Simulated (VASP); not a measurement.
Runs of VASP 6.6.1 on HfC. The structure is that of space group Fm-3m (No. 225), or close to it. The cells are those of the table. 

| level | potentials or basis | cell | gap on the mesh (eV) | pressure (GPa) |
| --- | --- | --- | --- | --- |
| revPBE | VASP PAW PBE potentials, release 64 (Hf_pv, C) | a = 3.303 Å, angles 120.0, 90.0, 120.0°, 2 atoms | none | (a) |
| PBEsol | VASP PAW PBE potentials, release 64 (Hf_pv, C) | a = 3.258 Å, angles 120.0, 90.0, 120.0°, 2 atoms | none | -0.3 |
| PBE+D4 | VASP PAW PBE potentials, release 64 (Hf_pv, C) | a = 3.273 Å, angles 120.0, 90.0, 120.0°, 2 atoms | none | -0.6 |
| PBE+D3(BJ) | VASP PAW PBE potentials, release 64 (Hf_pv, C) | a = 3.267 Å, angles 120.0, 90.0, 120.0°, 2 atoms | none | -0.6 |
| LDA | VASP PAW LDA potentials, release 64 (Hf_pv, C) | a = 3.234 Å, angles 120.0, 90.0, 120.0°, 2 atoms | none | 0.7 |

Alike in all rows: task single point; no spin polarisation; k mesh 12 × 12 × 12; cutoff (eV) 520; smearing fermi-dirac 0.05 eV.

Task: Estimate the missing entries.

Result: (a) -0.8.

Caveats: spin-orbit coupling is left out, which moves the levels of the heavy elements; the PAW data sets were made with another functional, which shifts forces and pressure a little (some runs); pairwise dispersion overbinds metals, which lowers pressure and volume (some runs).

A k mesh can miss the band edges, and the runs leave out spin-orbit coupling on Hf.

A gap of «none» marks levels without a gap at the run's occupations.
